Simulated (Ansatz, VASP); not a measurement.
Pt in VASP and in Ansatz

```
Pt
1.0
     2.62767    0.00000    0.00000
     0.00000    2.62767    0.00000
     0.00000    0.00000    2.62767
Pt
1
Direct
  0.00000 0.00000 0.00000
```

Alike in both runs: task relaxation of cell and atoms; functional PBE; k mesh 20 × 20 × 20; occupations gaussian, width 0.1 eV; no spin polarisation.

```csv
,VASP,Ansatz
version,VASP 6.6.1,Ansatz 0.2.0
potentials or method,"VASP PAW PBE potentials, release 64 (Pt), cutoff 600 eV","scalar-relativistic, plane waves, PAW"
valence electrons in the cell,10,18
```

```csv
,VASP,Ansatz,Ansatz less VASP
"gap on the k mesh at the Fermi level, each at its own relaxed structure (eV)",none,none,-
relaxed volume (Å³/atom),18.03,18.07,+0.038
relaxed cell length with the largest relative difference (Å),2.622,2.624,+0.0018
```

A gap of «none» marks a metal or a gap that the smearing closes. VASP's potentials hold 10 valence electrons a cell and Ansatz's 18, so a difference there can come from the potentials and not from the codes.

Neither program's run includes spin-orbit coupling.
